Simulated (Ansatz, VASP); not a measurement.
**Two plane-wave programs on Ta3S**

```
CELL_PARAMETERS angstrom
4.11084 0.00000 0.00000
0.00000 4.11084 0.00000
0.00000 0.00000 4.11084
ATOMIC_POSITIONS crystal
Ta 0.00000 0.50000 0.50000
Ta 0.50000 0.00000 0.50000
Ta 0.50000 0.50000 0.00000
S 0.00000 0.00000 0.00000
```

Alike in both runs: task single point; functional PBE; k mesh 4 × 4 × 4; occupations gaussian, width 0.1 eV; no spin polarisation.

|  | VASP | Ansatz |
| --- | --- | --- |
| version | VASP 6.6.1 | Ansatz 0.2.0 |
| potentials or method | VASP PAW PBE potentials, release 64 (Ta_pv, S), cutoff 520 eV | scalar-relativistic, plane waves, PAW |
| valence electrons in the cell | 39 | 45 |

Ansatz gave:

| Property | Result |
| --- | --- |
| gap on the k mesh at the Fermi level (eV) | none |
| pressure (GPa) | -3.6 |

Which values does VASP return?

gap on the k mesh at the Fermi level (eV): none; pressure (GPa): -3.4.

A gap of «none» marks a metal or a gap that the smearing closes. VASP's potentials hold 39 valence electrons a cell and Ansatz's 45, so a difference there can come from the potentials and not from the codes.

The k mesh is coarse, so the values compare programs but aren't converged. Spin-orbit coupling is off throughout.
